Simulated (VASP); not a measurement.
# Sb in VASP: single point with PBE+D4

Aim: the single point of Sb with PBE+D4.

Program: VASP 6.6.1. These are calculated values, not measurements. Logs are shortened: lines on timing, memory, paths and dates and some standing lists are left out, and cuts for length are marked.

**1. The cell of the first run**

The cell holds a slab with vacuum, 2 atoms: a = 4.089 Å, b = 4.089 Å, c = 26.870 Å, α = 90.00°, β = 90.00°, γ = 120.00°.

**2. Single point, PBE+D4**

INCAR reads:

```
PREC     = Accurate       # precision mode
ENCUT    = 400            # plane-wave cutoff, eV
EDIFF    = 1E-6           # SCF threshold, eV
ISMEAR   = 0              # smearing method
SIGMA    = 0.04           # smearing width, eV
LREAL    = F              # projectors in reciprocal space
LASPH    = T              # aspherical terms in the spheres
NELM     = 120            # most SCF steps
ALGO     = Normal         # electronic algorithm
ISIF     = 2              # what is computed and relaxed
LWAVE    = F              # write WAVECAR
LCHARG   = T              # write CHGCAR
LDIPOL   = T            
IDIPOL   = 3            
DIPOL    = 0.5 0.5 0.318
GGA      = PE             # functional
IVDW     = 13             # dispersion correction
LELF     = T              # ELF
LVHAR    = T            
LVACPOTAV= T            
NBANDS   = 12             # bands
GGA_COMPAT= F            
NELMDL   = -8
```

KPOINTS reads:

```
regular mesh
0
Gamma
  12 12 1
```

POSCAR reads:

```
Sb
1.0
    4.0888775601      0.0000000000      0.0000000000
   -2.0444387801      3.5410718400      0.0000000000
    0.0000000000      0.0000000000     26.8700000000
Sb
2
Direct
    0.3333333333      0.6666666667      0.2870795045
    0.6666666667      0.3333333333      0.3482087325
```

Potentials or basis: VASP PAW PBE potentials, release 64 (Sb).

On the command line:

```
cat potpaw_PBE.64/Sb/POTCAR > POTCAR
mpirun -np 1 vasp_std > vasp.out
```

OUTCAR:

```text
PREC = Accurate
   ENCUT = 400
   EDIFF = 1E-6
   ISMEAR = 0
   LREAL = F
   LASPH = T
   NELM = 120
   ISIF = 2
   GGA = PE
   IVDW = 13
   NELMDL = -8

 ion  position               nearest neighbor table
   1  0.333  0.667  0.287-   2 2.88   2 2.88   2 2.88
   2  0.667  0.333  0.348-   1 2.88   1 2.88   1 2.88

  LATTYP: Found a hexagonal cell.
 ALAT       =     4.0888775601
 C/A-ratio  =     6.5714855984

  Lattice vectors:

 A1 = (   4.0888775601,   0.0000000000,   0.0000000000)
 A2 = (  -2.0444387801,   3.5410718400,   0.0000000000)
 A3 = (   0.0000000000,   0.0000000000,  26.8700000000)

Analysis of symmetry for initial positions (statically):
=====================================================================
 Subroutine PRICEL returns:
 Original cell was already a primitive cell.

 Routine SETGRP: Setting up the symmetry group for a
 hexagonal supercell.

 Subroutine GETGRP returns: Found 12 space group operations
 (whereof  6 operations were pure point group operations)
 out of a pool of 24 trial point group operations.

The static configuration has the point symmetry C_3v.
 The point group associated with its full space group is D_3d.

Analysis of symmetry for dynamics (positions and initial velocities):
=====================================================================
 Subroutine PRICEL returns:
 Original cell was already a primitive cell.

 Routine SETGRP: Setting up the symmetry group for a
 hexagonal supercell.

 Subroutine GETGRP returns: Found 12 space group operations
 (whereof  6 operations were pure point group operations)
 out of a pool of 24 trial point group operations.

The dynamic configuration has the point symmetry C_3v.
 The point group associated with its full space group is D_3d.

 Subroutine INISYM returns: Found 12 space group operations
 (whereof  6 operations are pure point group operations),
 and found     1 'primitive' translations

----------------------------------------------------------------------------------------

                                     Primitive cell

  volume of cell :     389.0510

  direct lattice vectors                    reciprocal lattice vectors
     4.088877560  0.000000000  0.000000000     0.244565895  0.141200185  0.000000000
    -2.044438780  3.541071840  0.000000000     0.000000000  0.282400371  0.000000000
     0.000000000  0.000000000 26.870000000     0.000000000  0.000000000  0.037216226

  length of vectors
     4.088877560  4.088877560 26.870000000     0.282400371  0.282400371  0.037216226

  position of ions in fractional coordinates (direct lattice)
     0.333333333  0.666666667  0.287079504
     0.666666667  0.333333333  0.348208732

  ion indices of the primitive-cell ions
   primitive index   ion index
                 1           1
                 2           2

----------------------------------------------------------------------------------------

 KPOINTS: regular mesh

Automatic generation of k-mesh.
 Grid dimensions read from file:
 generate k-points for:   12   12    1

 Generating k-lattice:

  Cartesian coordinates                     Fractional coordinates (reciprocal lattice)
     0.020380491  0.011766682  0.000000000     0.083333333  0.000000000  0.000000000
     0.000000000  0.023533364  0.000000000     0.000000000  0.083333333  0.000000000
     0.000000000  0.000000000  0.037216226     0.000000000  0.000000000  1.000000000

  Length of vectors
     0.023533364  0.023533364  0.037216226

  Shift w.r.t. Gamma in fractional coordinates (k-lattice)
     0.000000000  0.000000000  0.000000000

 Subroutine IBZKPT returns following result:
 ===========================================

 Found     19 irreducible k-points:

 Following reciprocal coordinates:
            Coordinates               Weight
  0.000000  0.000000  0.000000      1.000000
  0.083333  0.000000  0.000000      6.000000
  0.166667  0.000000  0.000000      6.000000
  0.250000  0.000000  0.000000      6.000000
  0.333333  0.000000  0.000000      6.000000
  0.416667  0.000000  0.000000      6.000000
[... 11 lines left out ...]
  0.333333  0.250000  0.000000     12.000000
  0.333333  0.333333  0.000000      2.000000
   k-points           NKPTS =     19   k-points in BZ     NKDIM =     19   number of bands    NBANDS=     12
   number of dos      NEDOS =    301   number of ions     NIONS =      2
   total plane-waves  NPLWV = 141120
   dimension x,y,z NGX =    28 NGY =   28 NGZ =  180
   dimension x,y,z NGXF=    56 NGYF=   56 NGZF=  360
   ions per type =               2
   NGX,Y,Z   is equivalent  to a cutoff of  11.38, 11.38, 11.14 a.u.
   NGXF,Y,Z  is equivalent  to a cutoff of  22.77, 22.77, 22.27 a.u.
 SYSTEM =  unknown system
   PREC   = accura    normal or accurate (medium, high low for compatibility)
   ISTART =      0    job   : 0-new  1-cont  2-samecut
   ICHARG =      2    charge: 1-file 2-atom 10-const
   ISPIN  =      1    spin polarized calculation?
   LNONCOLLINEAR =      F non collinear calculations
   LSORBIT =      F    spin-orbit coupling
   LASPH  =      T    aspherical Exc in radial PAW
   ENCUT  =  400.0 eV  29.40 Ry    5.42 a.u.   6.67  6.67 43.82*2*pi/ulx,y,z
   NELM   =    120;   NELMIN=  2; NELMDL= -8     # of ELM steps
   EDIFF  = 0.1E-05   stopping-criterion for ELM
   LREAL  =      F    real-space projection
   EDIFFG = 0.1E-04   stopping-criterion for IOM
   NSW    =      0    number of steps for IOM
   IBRION =     -1    ionic relax: 0-MD 1-quasi-New 2-CG
   NFREE  =      0    steps in history (QN), initial steepest desc. (CG)
   ISIF   =      2    stress and relaxation
   ISYM   =      2    0-nonsym 1-usesym 2-fastsym
   POTIM  = 0.5000    time-step for ionic-motion
   TEBEG  =    0.0;   TEEND  =   0.0 temperature during run
   PSTRESS=    0.0 pullay stress
   NELECT =      10.0000    total number of electrons
   NUPDOWN=      -1.0000    fix difference up-down
   EMIN   =  10.00;   EMAX   =-10.00  energy-range for DOS
   EFERMI =   0.00;   METHOD = LEGACY
   ISMEAR =     0;   SIGMA  =   0.04  broadening in eV -4-tet -1-fermi 0-gaus
   EFERMI_NEDOS =   21; number of points for ismear=-14 and -15
   IALGO  =     38    algorithm
   IMIX   =      4    mixing-type and parameters
     AMIX     =   0.40;   BMIX     =  1.00
     AMIX_MAG =   1.60;   BMIX_MAG =  1.00
  volume/ion in A,a.u.               =     194.53      1312.72
  Fermi-wavevector in a.u.,A,eV,Ry     =   0.483140  0.913002  3.175925  0.233424
  Thomas-Fermi vector in A             =   1.482143
   LORBIT       =      0    0 simple, 1 ext, 2 COOP (PROOUT), +10 PAW based schemes
   GGA     = PE    functional components
   LHFCALC =     F    Hartree Fock is set to
   AEXX    =    0.0000 exact exchange contribution
   IVDW    =    13    specifies the selected vdW correction
   LEPSILON=     F    determine dielectric tensor
   LRPA    =     F    only Hartree local field effects (RPA)
 non-spin polarized calculation
 Gauss-broadening in eV      SIGMA  =   0.04
  energy-cutoff  :      400.00
  volume of cell :      389.05
 maximum number of plane-waves:      7125
 NGX is ok and might be reduce to    28
   NGX = 13   NGY = 13   NGZ = 87

 number of electron      10.0000000 magnetization

 dipolmoment           0.000000      0.000000     -0.000016 electrons x Angstroem

 number of electron       9.9999999 magnetization

 dipolmoment           0.000000      0.000000      0.000001 electrons x Angstroem

 Free energy of the ion-electron system (eV)
  ---------------------------------------------------
  ext. energy  EPLUGINS =         0.00000000
  ---------------------------------------------------
  free energy    TOTEN  =        -8.10396467 eV

  energy without entropy =       -8.10396467  energy(sigma->0) =       -8.10396467

 E-fermi :  -2.8022     XC(G=0):  -2.0192

 val. band max:       -3.0264936726   @ k =   0.0000   0.0000   0.0000
 cond. band min:      -1.7841438595   @ k =   0.3333   0.0000   0.0000
 fundamental gap:      1.2423498131
 Fermi energy:        -2.8022123953

 k-point     1 :       0.0000    0.0000    0.0000
  band No.  band energies     occupation
      1     -14.4256      2.00000
      2      -9.3730      2.00000
      3      -3.6943      2.00000
      4      -3.0265      2.00000
      5      -3.0265      2.00000
      6      -1.4184      0.00000
      7      -0.2211      0.00000
      8      -0.2211      0.00000
      9       1.2246      0.00000
     10       1.4927      0.00000
     11       1.9408      0.00000
     12       2.2368      0.00000

 k-point     2 :       0.0833    0.0000    0.0000
  band No.  band energies     occupation
      1     -14.3504      2.00000
      2      -9.3672      2.00000
      3      -3.7686      2.00000
      4      -3.6595      2.00000
      5      -3.2013      2.00000
      6      -0.9246      0.00000
      7      -0.3082      0.00000
      8      -0.0530      0.00000
      9       1.3275      0.00000
     10       1.5772      0.00000
     11       2.0233      0.00000
     12       2.3220      0.00000

 k-point     3 :       0.1667    0.0000    0.0000
  band No.  band energies     occupation
      1     -14.1271      2.00000
      2      -9.3847      2.00000
      3      -4.8649      2.00000
      4      -3.5883      2.00000
      5      -3.5881      2.00000
      6      -1.2540      0.00000
      7       0.2707      0.00000
      8       0.2923      0.00000
      9       1.5748      0.00000
     10       1.8262      0.00000
     11       2.2616      0.00000
     12       2.5655      0.00000
[... 211 lines left out ...]
 k-point    18 :       0.3333    0.2500    0.0000
  band No.  band energies     occupation
      1     -12.0649      2.00000
      2     -11.0783      2.00000
      3      -6.4601      2.00000
      4      -5.2312      2.00000
      5      -4.5205      2.00000
      6      -1.3784      0.00000
      7       0.1663      0.00000
      8       0.6617      0.00000
      9       3.2278      0.00000
     10       3.7777      0.00000
     11       4.0515      0.00000
     12       4.4474      0.00000

 k-point    19 :       0.3333    0.3333    0.0000
  band No.  band energies     occupation
      1     -11.5600      2.00000
      2     -11.5600      2.00000
      3      -6.6348      2.00000
      4      -4.8675      2.00000
      5      -4.8675      2.00000
      6      -1.5818      0.00000
      7       0.5476      0.00000
      8       0.5476      0.00000
      9       3.5529      0.00000
     10       4.2811      0.00000
     11       4.2811      0.00000
     12       4.7407      0.00000

------------------------ aborting loop because EDIFF is reached ----------------------------------------

 vacuum level on the upper side and lower side of the slab       (xc-potential included)        -0.127        -0.128

  DFT-D4 for vdW energy calculation

  Edisp (eV):   -0.54586

  FORCE on cell =-STRESS in cart. coord.  units (eV):
  Direction    XX          YY          ZZ          XY          YZ          ZX
  --------------------------------------------------------------------------------------
  -------------------------------------------------------------------------------------
  Total      -0.24411    -0.24411     0.12485     0.00000     0.00000    -0.00000
  in kB      -1.00527    -1.00527     0.51415     0.00000     0.00000    -0.00000
  external pressure =       -0.50 kB  Pullay stress =        0.00 kB

 VOLUME and BASIS-vectors are now :
 -----------------------------------------------------------------------------
  energy-cutoff  :      400.00
  volume of cell :      389.05
      direct lattice vectors                 reciprocal lattice vectors
     4.088877560  0.000000000  0.000000000     0.244565895  0.141200185  0.000000000
    -2.044438780  3.541071840  0.000000000     0.000000000  0.282400371  0.000000000
     0.000000000  0.000000000 26.870000000     0.000000000  0.000000000  0.037216226

 POSITION                                       TOTAL-FORCE (eV/Angst)
 -----------------------------------------------------------------------------------
     -0.00000      2.36071      7.71383        -0.000000     -0.000000     -0.073608
      2.04444      1.18036      9.35637         0.000000      0.000000      0.073608
 -----------------------------------------------------------------------------------
    total drift:                               -0.000000      0.000000      0.000008

  FREE ENERGIE OF THE ION-ELECTRON SYSTEM (eV)
  ---------------------------------------------------
  free  energy   TOTEN  =        -8.6498270234 eV

  energy  without entropy=       -8.6498270234  energy(sigma->0) =       -8.64982702

 vacuum level on the upper side and lower side of the slab         1.773         1.773
```

Wall time 76 s (1 thread of Intel Xeon Platinum 8559C (Emerald Rapids), shared host); peak memory 0.36 GiB.

Results:

| Quantity | Value |
| --- | --- |
| Free energy | -8.6498 eV |
| Largest force | 0.074 eV/Å |
| Band gap on the k mesh | 1.24 eV, indirect (least direct gap 1.61 eV) |
| Dispersion energy per atom | -0.273 eV |
| Ionisation potential of the upper face | 4.80 eV |

Forces in eV/Å, atoms in the order of the input:
```
Sb   0.000  0.000 -0.074
Sb   0.000  0.000  0.074
```

Levels at points of the mesh, in eV from the valence-band top:
| k point | band 3 | band 4 | band 5 | band 6 | band 7 | band 8 |
| --- | --- | --- | --- | --- | --- | --- |
| (0.00, 0.00, 0.00) | -0.67 | 0.00 | 0.00 | 1.61 | 2.81 | 2.81 |
| (0.50, 0.00, 0.00) | -3.01 | -1.59 | -1.52 | 1.61 | 2.40 | 3.56 |

Caveat: spin-orbit coupling is left out, which moves the levels of the heavy elements.
